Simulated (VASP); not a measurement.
A run of VASP 6.6.1 is set up as follows.

INCAR

```
PREC = Accurate
ENCUT = 520
EDIFF = 1E-6
ISMEAR = -1
SIGMA = 0.1
LREAL = False
LASPH = True
NELM = 150
ALGO = Normal
ISIF = 2
LWAVE = False
LCHARG = False
ISPIN = 2
MAGMOM = 2.8 2.8 0 0
LORBIT = 11
LMAXMIX = 4
GGA = RP
IVDW = 12
NBANDS = 26
```

The input KPOINTS:

```
Automatic mesh
0
Gamma
  9 9 9
```

File POSCAR:

```
FeO
1.0
    0.0000000000      2.1554000000      2.1554000000
    2.1554000000      0.0000000000      2.1554000000
    4.3108000000      4.3108000000      0.0000000000
Fe O
2 2
Direct
    0.0000000000      0.0000000000      0.0000000000
    0.0000000000      0.0000000000      0.5000000000
    0.5000000000      0.5000000000      0.2500000000
    0.5000000000      0.5000000000      0.7500000000
```

Potentials or basis: VASP PAW PBE potentials, release 64 (Fe, O).

Launch:

```console
$ cat potpaw_PBE.64/Fe/POTCAR potpaw_PBE.64/O/POTCAR > POTCAR
$ mpirun -np 1 vasp_std > vasp.out
```

Problem. What does it give for the dispersion energy per atom?

Solution. -0.865 eV.

Problem. Predict the site moments.

Solution. Fe +3.62; O +0.30 μB.

Problem. Predict the band gap on the k mesh.

Solution. Zero (filled and empty bands overlap).

Caveat: the cell stands under tension; semilocal functionals often make such compounds metallic where correlation or magnetic order opens a gap, which also shifts bond lengths; only a ferromagnetic start was run, and an antiferromagnetic order may lie lower in energy. With open d or f shells a metallic result of RPBE can be an artefact of self-interaction; +U or a hybrid may open a gap.
